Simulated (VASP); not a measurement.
Input of a VASP 6.6.1 run:

File INCAR:

```
SYSTEM = AlAs
PREC     = Accurate       ! precision mode
ENCUT    = 500            ! plane-wave cutoff, eV
EDIFF    = 1E-7           ! SCF threshold, eV
ISMEAR   = 0              ! smearing method
SIGMA    = 0.01           ! smearing width, eV
LREAL    = .FALSE.        ! projectors in reciprocal space
LASPH    = .TRUE.         ! aspherical terms in the spheres
NELM     = 120            ! most SCF steps
ALGO     = Normal         ! electronic algorithm
ISIF     = 3              ! what is computed and relaxed
LWAVE    = .FALSE.        ! write WAVECAR
LCHARG   = .FALSE.        ! write CHGCAR
GGA      = CA             ! functional
IBRION   = 2              ! ionic algorithm
NSW      = 100            ! ionic steps
EDIFFG   = -0.002         ! ionic threshold
PSTRESS  = 150.0        
GGA_COMPAT= .FALSE.      
NELMIN   = 4
```

Contents of KPOINTS:

```
Automatic mesh
0
G
  8 8 8
  0 0 0
```

Contents of POSCAR:

```
AlAs
1.0
    0.0000000000      2.8145759924      2.8145759924
    2.8145759924      0.0000000000      2.8145759924
    2.8145759924      2.8145759924      0.0000000000
Al As
1 1
Direct
    0.0000000000      0.0000000000      0.0000000000
    0.7500000000      0.7500000000      0.7500000000
```

Potentials or basis: VASP PAW LDA potentials, release 64 (Al, As).

Run with:

```sh
$ cat potpaw_LDA.64/Al/POTCAR potpaw_LDA.64/As/POTCAR > POTCAR
$ mpirun -np 1 vasp_std > vasp.out
```

(1) Estimate the space group after relaxing (to 0.05 Å).

(2) Estimate the band gap on the k mesh.

(3) Predict the relaxed volume.

(4) Estimate the relaxed cell.

Answers

(1) F-43m (No. 216).

(2) 1.03 eV, indirect (least direct gap 3.19 eV).

(3) 19.36 Å³/atom.

(4) a = 3.797 Å, b = 3.797 Å, c = 3.797 Å, α = 60.00°, β = 60.00°, γ = 60.00°.

Caveat: the cell is relaxed towards a set pressure, so the enthalpy falls and the energy may rise.
